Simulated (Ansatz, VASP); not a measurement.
**B: VASP beside Ansatz**

```
B
1.0
     2.93720    0.00000    0.00000
    -1.46860    2.54369    0.00000
     0.00000    0.00000    2.89928
B
3
Cartesian
  0.0000 0.0000 0.0000
  0.0000 1.6958 1.4496
  1.4686 0.8479 1.4496
```

Alike in both runs: task single point; functional PBE; k mesh 14 × 14 × 13; occupations fermi-dirac, width 0.1 eV; no spin polarisation.

```csv
,VASP,Ansatz
version,VASP 6.6.1,Ansatz 0.2.0
potentials or method,"VASP PAW PBE potentials, release 64 (B), cutoff 520 eV","plane waves (420 eV) with PAW, scalar-relativistic"
valence electrons in the cell,9,9
```

|  | VASP | Ansatz | Ansatz less VASP |
| --- | --- | --- | --- |
| pressure (GPa) | -15.2 | -15.1 | +0.06 |
| traceless stress, the component that is largest in VASP (GPa) | 5.48 | 5.53 | +0.054 |
